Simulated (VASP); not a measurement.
# GaAs (F-43m) in VASP: elastic constants with r2SCAN

Aim: the elastic constants of GaAs with r2SCAN.

Program: VASP 6.6.1. These are calculated values, not measurements. Logs are shortened: lines on timing, memory, paths and dates and some standing lists are left out, and cuts for length are marked.

## (1) The cell of the first run

The structure is cubic, space group F-43m (No. 216). Conventional cell: a = 5.666 Å, b = 5.666 Å, c = 5.666 Å, α = 90.00°, β = 90.00°, γ = 90.00°. Within 3.2 Å of Ga (site symmetry -43m) lie 4 As at 2.45 Å. Within 3.2 Å of As (site symmetry -43m) lie 4 Ga at 2.45 Å.

## (2) Elastic constants, r2SCAN

INCAR reads:

```
PREC = Accurate
ENCUT = 600
EDIFF = 1E-8
ISMEAR = 0
SIGMA = 0.01
LREAL = F
LASPH = T
NELM = 100
ALGO = Normal
ISIF = 3
LWAVE = F
LCHARG = F
METAGGA = R2SCAN
LMIXTAU = T
IBRION = 6
NFREE = 2
POTIM = 0.015
NSW = 1
```

KPOINTS reads:

```
Automatic mesh
0
Gamma
  8 8 8
```

POSCAR reads:

```
GaAs
1.0
    0.0000000000      2.8332037258      2.8332037258
    2.8332037258      0.0000000000      2.8332037258
    2.8332037258      2.8332037258      0.0000000000
Ga As
1 1
Direct
    0.0000000000      0.0000000000      0.0000000000
    0.2500000000      0.2500000000      0.2500000000
```

Potentials or basis: VASP PAW PBE potentials, release 64 (Ga_d, As).

Run with:

```sh
$ cat potpaw_PBE.64/Ga_d/POTCAR potpaw_PBE.64/As/POTCAR > POTCAR
$ mpirun -np 1 vasp_std > vasp.out
```

OUTCAR:

```text
PREC = Accurate
   ENCUT = 600
   EDIFF = 1E-8
   ISMEAR = 0
   LREAL = F
   LASPH = T
   NELM = 100
   ISIF = 3
   METAGGA = R2SCAN
   IBRION = 6
   NFREE = 2
   POTIM = 0.015
   NSW = 1

 ion  position               nearest neighbor table
   1  0.000  0.000  0.000-   2 2.45   2 2.45   2 2.45   2 2.45
   2  0.250  0.250  0.250-   1 2.45   1 2.45   1 2.45   1 2.45

  LATTYP: Found a face centered cubic cell.
 ALAT       =     5.6664074516

  Lattice vectors:

 A1 = (   0.0000000000,   2.8332037258,   2.8332037258)
 A2 = (   2.8332037258,   0.0000000000,   2.8332037258)
 A3 = (   2.8332037258,   2.8332037258,   0.0000000000)

Analysis of symmetry for initial positions (statically):
=====================================================================
 Subroutine PRICEL returns:
 Original cell was already a primitive cell.

 Routine SETGRP: Setting up the symmetry group for a
 face centered cubic supercell.

 Subroutine GETGRP returns: Found 24 space group operations
 (whereof 24 operations were pure point group operations)
 out of a pool of 48 trial point group operations.

The static configuration has the point symmetry T_d .

Analysis of symmetry for dynamics (positions and initial velocities):
=====================================================================
 Subroutine PRICEL returns:
 Original cell was already a primitive cell.

 Routine SETGRP: Setting up the symmetry group for a
 face centered cubic supercell.

 Subroutine GETGRP returns: Found 24 space group operations
 (whereof 24 operations were pure point group operations)
 out of a pool of 48 trial point group operations.

The dynamic configuration has the point symmetry T_d .

 Subroutine INISYM returns: Found 24 space group operations
 (whereof 24 operations are pure point group operations),
 and found     1 'primitive' translations

----------------------------------------------------------------------------------------

                                     Primitive cell

  volume of cell :      45.4845

  direct lattice vectors                    reciprocal lattice vectors
     0.000000000  2.833203726  2.833203726    -0.176478661  0.176478661  0.176478661
     2.833203726  0.000000000  2.833203726     0.176478661 -0.176478661  0.176478661
     2.833203726  2.833203726  0.000000000     0.176478661  0.176478661 -0.176478661

  length of vectors
     4.006755134  4.006755134  4.006755134     0.305670007  0.305670007  0.305670007

  position of ions in fractional coordinates (direct lattice)
     0.000000000  0.000000000  0.000000000
     0.250000000  0.250000000  0.250000000

  ion indices of the primitive-cell ions
   primitive index   ion index
                 1           1
                 2           2

----------------------------------------------------------------------------------------

 KPOINTS: Automatic mesh

Automatic generation of k-mesh.
 Grid dimensions read from file:
 generate k-points for:    8    8    8

 Generating k-lattice:

  Cartesian coordinates                     Fractional coordinates (reciprocal lattice)
    -0.022059833  0.022059833  0.022059833     0.125000000  0.000000000  0.000000000
     0.022059833 -0.022059833  0.022059833     0.000000000  0.125000000  0.000000000
     0.022059833  0.022059833 -0.022059833     0.000000000  0.000000000  0.125000000

  Length of vectors
     0.038208751  0.038208751  0.038208751

  Shift w.r.t. Gamma in fractional coordinates (k-lattice)
     0.000000000  0.000000000  0.000000000

 Subroutine IBZKPT returns following result:
 ===========================================

 Found     29 irreducible k-points:

 Following reciprocal coordinates:
            Coordinates               Weight
  0.000000  0.000000  0.000000      1.000000
  0.125000  0.000000  0.000000      8.000000
  0.250000  0.000000  0.000000      8.000000
  0.375000  0.000000  0.000000      8.000000
  0.500000  0.000000  0.000000      4.000000
  0.125000  0.125000  0.000000      6.000000
[... 16 lines left out ...]
  0.500000  0.250000  0.125000     48.000000
 -0.375000  0.250000  0.125000     24.000000
 [... further k-points ...]
   k-points           NKPTS =     29   k-points in BZ     NKDIM =     29   number of bands    NBANDS=     13
   number of dos      NEDOS =    301   number of ions     NIONS =      2
   total plane-waves  NPLWV =  32768
   dimension x,y,z NGX =    32 NGY =   32 NGZ =   32
   dimension x,y,z NGXF=    64 NGYF=   64 NGZF=   64
   ions per type =               1   1
   NGX,Y,Z   is equivalent  to a cutoff of  13.28, 13.28, 13.28 a.u.
[... 36 lines left out ...]
   METAGGA = R2SCAN    functional components
   LHFCALC =     F    Hartree Fock is set to
   AEXX    =    0.0000 exact exchange contribution
   IVDW    =     0    specifies the selected vdW correction
   LEPSILON=     F    determine dielectric tensor
   LRPA    =     F    only Hartree local field effects (RPA)
 finite differences with symmetry
 non-spin polarized calculation
 Gauss-broadening in eV      SIGMA  =   0.01
  energy-cutoff  :      600.00
  volume of cell :       45.48
 maximum number of plane-waves:      1540
   NGX = 17   NGY = 17   NGZ = 17

--------------------------------------- Ionic step        1  -------------------------------------------

 number of electron      18.0000010 magnetization

 Free energy of the ion-electron system (eV)
  ---------------------------------------------------
  ext. energy  EPLUGINS =         0.00000000
  ---------------------------------------------------
  free energy    TOTEN  =       -27.05408478 eV

  energy without entropy =      -27.05408478  energy(sigma->0) =      -27.05408478

------------------------ aborting loop because EDIFF is reached ----------------------------------------

  FORCE on cell =-STRESS in cart. coord.  units (eV):
  Direction    XX          YY          ZZ          XY          YZ          ZX
  --------------------------------------------------------------------------------------
  -------------------------------------------------------------------------------------
  Total        0.0217187      0.0217187      0.0217187      0.0000000      0.0000000     -0.0000000
  in kB        0.7650348      0.7650348      0.7650348      0.0000000      0.0000000     -0.0000000
  external PRESSURE =       0.7650348 kB  Pullay stress =       0.0000000 kB
[... 89 lines left out ...]
  FREE ENERGIE OF THE ION-ELECTRON SYSTEM (eV)
  ---------------------------------------------------
  free  energy   TOTEN  =       -27.0500657872 eV

  energy  without entropy=      -27.0500657872  energy(sigma->0) =      -27.05006579

[... ionic steps 4 to 14 ...]

--------------------------------------- Ionic step       15  -------------------------------------------

 number of electron      18.0000006 magnetization

------------------------ aborting loop because EDIFF is reached ----------------------------------------
[... 67 lines left out ...]
--------------------------------------- Ionic step       17  -------------------------------------------

 number of electron      18.0000010 magnetization

 Free energy of the ion-electron system (eV)
  ---------------------------------------------------
  ext. energy  EPLUGINS =         0.00000000
  ---------------------------------------------------
  free energy    TOTEN  =       -27.05302481 eV

  energy without entropy =      -27.05302481  energy(sigma->0) =      -27.05302481

 E-fermi :   3.7684     XC(G=0): -10.2229

 val. band max:        3.6629124279   @ k =   0.0000   0.0000   0.0000
 cond. band min:       4.5578664850   @ k =   0.0000   0.0000   0.0000
 fundamental gap:      0.8949540572
 Fermi energy:         3.7683699085

 k-point     1 :       0.0000    0.0000    0.0000
  band No.  band energies     occupation
      1     -11.6120      2.00000
      2     -11.6106      2.00000
      3     -11.6087      2.00000
      4     -11.5223      2.00000
      5     -11.5223      2.00000
      6      -9.5446      2.00000
      7       3.5683      2.00000
      8       3.6166      2.00000
      9       3.6629      2.00000
     10       4.5579      0.00000
     11       7.6237      0.00000
     12       7.6543      0.00000
     13       7.6872      0.00000
[... 354 lines left out ...]
  band No.  band energies     occupation
      1     -11.7059      2.00000
      2     -11.5830      2.00000
      3     -11.5753      2.00000
      4     -11.5270      2.00000
      5     -11.5187      2.00000
      6      -7.3512      2.00000
      7      -3.0322      2.00000
      8       0.3400      2.00000
      9       1.6565      2.00000
     10       6.9913      0.00000
     11       8.1738      0.00000
     12      10.3603      0.00000
     13      11.8096      0.00000

 [... further k-points ...]
[... 5 lines left out ...]
  --------------------------------------------------------------------------------------
  -------------------------------------------------------------------------------------
  Total        0.0220906      0.0243773      0.0243773      0.0000000      0.1049345      0.0000000
  in kB        0.7781354      0.8586832      0.8586832      0.0000000      3.6962854      0.0000000
  external PRESSURE =       0.8318339 kB  Pullay stress =       0.0000000 kB
[... 17 lines left out ...]
  FREE ENERGIE OF THE ION-ELECTRON SYSTEM (eV)
  ---------------------------------------------------
  free  energy   TOTEN  =       -27.0530248076 eV

  energy  without entropy=      -27.0530248076  energy(sigma->0) =      -27.05302481

 INTERNAL STRAIN TENSORS FROM STRAINED CELLS
 ============================================

 INTERNAL STRAIN TENSOR FOR ION    1 for displacements in x,y,z  (eV/Angst):
          X           Y           Z          XY          YZ          ZX
  --------------------------------------------------------------------------------
  x     0.00000    -0.00000    -0.00000     0.00000     6.98952     0.00000
  y     0.00000    -0.00000    -0.00000    -0.00000     0.00000     6.98938
  z    -0.00000    -0.00000    -0.00000     6.98911     0.00000     0.00000

 INTERNAL STRAIN TENSORS FROM DISPLACED ATOMS
 ============================================

 INTERNAL STRAIN TENSOR FOR ION    1 for displacements in x,y,z  (eV/Angst):
          X           Y           Z          XY          YZ          ZX
  --------------------------------------------------------------------------------
  x    -0.00000     0.00000     0.00000     0.00000     6.96227     0.00000
  y    -0.00000     0.00000    -0.00000     0.00000     0.00000     6.96227
  z     0.00000     0.00000     0.00000     6.96227     0.00000     0.00000

 INTERNAL STRAIN TENSOR FOR ION    2 for displacements in x,y,z  (eV/Angst):
          X           Y           Z          XY          YZ          ZX
  --------------------------------------------------------------------------------
  x     0.00000     0.00000     0.00000     0.00000    -7.02067     0.00000
  y     0.00000    -0.00000     0.00000     0.00000     0.00000    -7.02067
  z     0.00000     0.00000     0.00000    -7.02067     0.00000     0.00000

 Eigenvectors and eigenvalues of the dynamical matrix
 ----------------------------------------------------

   1 f  =    7.959164 THz    50.008905 2PiTHz  265.489149 cm-1    32.916444 meV
             X         Y         Z           dx          dy          dz
      0.000000  0.000000  0.000000    -0.000000    0.000000   -0.716128
      1.416602  1.416602  1.416602     0.000000    0.000000    0.697969
[... 21 lines left out ...]
   6 f/i=    0.040863 THz     0.256753 2PiTHz    1.363058 cm-1     0.168998 meV
             X         Y         Z           dx          dy          dz
      0.000000  0.000000  0.000000     0.261942    0.166488    0.625163
      1.416602  1.416602  1.416602     0.268757    0.170820    0.641428

--------------------------------------------------------------------------------------------------------

 ELASTIC MODULI CONTR FROM IONIC RELAXATION (kBar)
 Direction    XX          YY          ZZ          XY          YZ          ZX
 --------------------------------------------------------------------------------
 XX          -0.0000     -0.0000     -0.0000      0.0000      0.0000      0.0000
 YY          -0.0000     -0.0000      0.0000      0.0000      0.0000     -0.0000
 ZZ          -0.0000      0.0000     -0.0000      0.0000      0.0000      0.0000
 XY           0.0000      0.0000      0.0000   -183.8720      0.0000      0.0000
 YZ           0.0000      0.0000      0.0000      0.0000   -183.8720      0.0000
 ZX           0.0000     -0.0000      0.0000      0.0000      0.0000   -183.8720
 --------------------------------------------------------------------------------

 TOTAL ELASTIC MODULI (kBar)
 Direction    XX          YY          ZZ          XY          YZ          ZX
 --------------------------------------------------------------------------------
 XX        1176.9574    499.8573    499.8573      0.0000      0.0000     -0.0000
 YY         499.8573   1176.9574    499.8573     -0.0000      0.0000     -0.0000
 ZZ         499.8573    499.8573   1176.9574     -0.0000     -0.0000     -0.0000
 XY           0.0000     -0.0000     -0.0000    596.5182      0.0000      0.0000
 YZ           0.0000      0.0000     -0.0000      0.0000    596.5182      0.0000
 ZX          -0.0000     -0.0000     -0.0000      0.0000      0.0000    596.5182
 --------------------------------------------------------------------------------
```

Wall time 59 min (1 thread of Intel Xeon Platinum 8259CL at 2.50GHz (Skylake/Cascade Lake), shared host); peak memory 0.36 GiB.

Results:

| Quantity | Value |
| --- | --- |
| Elastic constants C11, C12, C44 | 118, 50, 60 GPa |
| Voigt bulk modulus | 73 GPa |
| Highest phonon frequency at Γ, LO-TO splitting left out | 265 cm⁻¹ |

Phonon frequencies in cm⁻¹ (negative: imaginary):
| q point | frequencies |
| --- | --- |
| (0.000, 0.000, 0.000) | -1 -1 -1 265 265 265 |

Elastic tensor in Voigt notation (GPa, in the Cartesian axes of the cell as first typed):
```
118  50  50   0   0   0
 50 118  50   0   0   0
 50  50 118   0   0   0
  0   0   0  60   0   0
  0   0   0   0  60   0
  0   0   0   0   0  60
```

Clamped-ion elastic tensor (GPa):
```
118  50  50   0   0   0
 50 118  50   0   0   0
 50  50 118   0   0   0
  0   0   0  78   0   0
  0   0   0   0  78   0
  0   0   0   0   0  78
```

Caveat: the PAW data sets were made with another functional, which shifts forces and pressure a little.
